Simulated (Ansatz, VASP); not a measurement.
Os: VASP beside Ansatz

Contents of INCAR:

```
ALGO     = Normal         # electronic algorithm
EDIFF    = 1E-6           # SCF threshold, eV
ENCUT    = 560            # plane-wave cutoff, eV
GGA      = CA             # functional
GGA_COMPAT= False        
ISIF     = 2              # what is computed and relaxed
ISMEAR   = -1             # smearing method
LASPH    = True           # aspherical terms in the spheres
LCHARG   = False          # write CHGCAR
LREAL    = False          # projectors in reciprocal space
LWAVE    = False          # write WAVECAR
NBANDS   = 23             # bands
NELM     = 120            # most SCF steps
PREC     = Accurate       # precision mode
SIGMA    = 0.3            # smearing width, eV
```

The input KPOINTS:

```
k-points
0
Gamma
  13 13 8
```

Contents of POSCAR:

```
Os
1.0
    2.7175247593      0.0000000000      0.0000000000
   -1.3587623796      2.3534454770      0.0000000000
    0.0000000000      0.0000000000      4.2844606214
Os
2
Direct
    0.3333333333      0.6666666667      0.2500000000
    0.6666666667      0.3333333333      0.7500000000
```

Input for Ansatz:

```yaml
crystal:
  lattice:
    - [2.7175247593, 0.0, 0.0]
    - [-1.3587623796, 2.353445477, 0.0]
    - [0.0, 0.0, 4.2844606214]
  atoms:
    - { symbol: Os, position: [0.3333333333, 0.6666666667, 0.25] }
    - { symbol: Os, position: [0.6666666667, 0.3333333333, 0.75] }
hamiltonian:
  xc: lda
  pseudopotentials:
    kind: paw
    azcp:
      Os: "pseudopotentials/Os.paw.azcp"
basis:
  ecutwfc: 420
  fft_grid_basis: typed
kpoints:
  mp_grid: { grid: [13, 13, 8], shift: [0, 0, 0] }
magnetization:
  spin_polarized: false
scf:
  occupations: { method: fermi_dirac, width: 0.3 }
  lower_state_search: "off"
output:
  stress: true
```

Alike in both runs: task single point; functional LDA; k mesh 13 × 13 × 8; occupations fermi-dirac, width 0.3 eV; no spin polarisation.

|  | VASP | Ansatz |
| --- | --- | --- |
| version | VASP 6.6.1 | Ansatz 0.2.0 |
| potentials or method | VASP PAW LDA potentials, release 64 (Os_sv_GW), cutoff 560 eV | plane waves (420 eV) with PAW, scalar-relativistic |
| valence electrons in the cell | 32 | 32 |

```csv
,VASP,Ansatz,Ansatz less VASP
pressure (GPa),2.1,1.6,-0.47
"traceless stress, the component that is largest in VASP (GPa)",1.24,1.11,-0.133
```

Ansatz warns that its potentials were made for another functional, while VASP's fit it. LDA's correlation is that of Perdew and Zunger in VASP and of Perdew and Wang (1992) in Ansatz.

Spin-orbit coupling is off throughout.
